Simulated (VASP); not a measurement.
## SiNi: single point with PBEsol

SiNi:

```
Si Ni
1.0
     4.46798    0.00000    0.00000
     0.00000    4.46798    0.00000
     0.00000    0.00000    4.46798
Si Ni
4 4
Direct
  0.82708 0.82708 0.82708
  0.65354 0.15354 0.34646
  0.34646 0.65354 0.15354
  0.15354 0.34646 0.65354
  0.14899 0.14899 0.14899
  0.35101 0.85101 0.64899
  0.64899 0.35101 0.85101
  0.85101 0.64899 0.35101
```

This cell differs from its parent crystal: atom 1 (Si) moved -0.150 Å towards its neighbour atom 5 (Ni) at 2.341 Å.

- Program: VASP 6.6.1
- Task: single point
- Functional: PBEsol
- Potentials or basis: VASP PAW PBE potentials, release 64 (Si, Ni)
- Cutoff: 520 eV
- k mesh: 10 × 10 × 10
- Occupations: gaussian, width 0.15 eV
- Spin: no spin polarisation

* Pressure: 1.2 GPa
* Largest force: 1.807 eV/Å
* Band gap on the k mesh: zero (bands 28 and 29 overlap by 1.25 eV)

Forces in eV/Å, atoms in the order of the input:
```
Si   1.043  1.043  1.043
Si   0.032 -0.076 -0.145
Si  -0.145  0.032 -0.076
Si  -0.076 -0.145  0.032
Ni  -0.222 -0.222 -0.222
Ni  -0.493  0.016 -0.154
Ni  -0.154 -0.493  0.016
Ni   0.016 -0.154 -0.493
```

Stress tensor (GPa, compression positive):
```
 1.21 -0.18 -0.18
-0.18  1.21 -0.18
-0.18 -0.18  1.21
```

Levels at points of the mesh, in eV from the Fermi level:
```tsv
k point	band 24	band 25	band 26	band 27	band 28	band 29	band 30	band 31	band 32	band 33
(0.00, 0.00, 0.00)	-2.33	-1.66	-1.62	-1.62	1.04	1.07	1.07	1.45	1.45	2.07
(0.50, 0.00, 0.00)	-2.17	-2.06	-2.02	-0.66	-0.57	-0.22	-0.16	2.68	2.79	2.83
(0.50, 0.50, 0.00)	-2.46	-1.59	-1.55	-0.99	-0.96	0.34	0.39	0.83	0.97	3.97
(0.50, 0.50, 0.50)	-2.62	-1.86	-1.84	-1.80	-1.80	4.15	4.33	4.33	4.40	4.44
```

Wall time 4.6 min on 1 thread of Intel(R) Xeon(R) 6975P-C (Granite Rapids), on a shared host, peak memory 0.52 GiB.

Caveat: the cell differs from its parent crystal (atom 1 (Si) moved -0.150 Å towards its neighbour atom 5 (Ni) at 2.341 Å); the PAW data sets were made with another functional, which shifts forces and pressure a little. Spin polarisation is off, so any magnetic state and its effect on volume and gap are missing.
